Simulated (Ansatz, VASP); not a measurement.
**Au in VASP and in Ansatz**

```
CELL_PARAMETERS angstrom
4.70444 0.00000 0.00000
0.00000 2.87277 0.00000
0.00000 0.00000 5.11088
ATOMIC_POSITIONS crystal
Au 0.25000 0.00000 0.17052
Au 0.75000 0.00000 0.82948
Au 0.25000 0.50000 0.68047
Au 0.75000 0.50000 0.31953
```

Alike in both runs: task relaxation of cell and atoms; functional PBE; k mesh 4 × 6 × 4; occupations gaussian, width 0.1 eV; no spin polarisation.

```csv
,VASP,Ansatz
version,VASP 6.6.1,Ansatz 0.2.0
potentials or method,"VASP PAW PBE potentials, release 64 (Au), cutoff 600 eV","scalar-relativistic, plane waves, PAW"
valence electrons in the cell,44,76
```

|  | VASP | Ansatz | Ansatz less VASP |
| --- | --- | --- | --- |
| gap on the k mesh at the Fermi level, each at its own relaxed structure (eV) | none | none | - |
| relaxed volume (Å³/atom) | 18.01 | 18.05 | +0.036 |
| relaxed cell length with the largest relative difference (Å) | 3.070 | 3.095 | +0.0253 |

A gap of «none» marks a metal or a gap that the smearing closes. VASP's potentials hold 44 valence electrons a cell and Ansatz's 76, so a difference there can come from the potentials and not from the codes.

The k mesh is coarse, so the values compare programs but aren't converged. Neither program's run includes spin-orbit coupling.
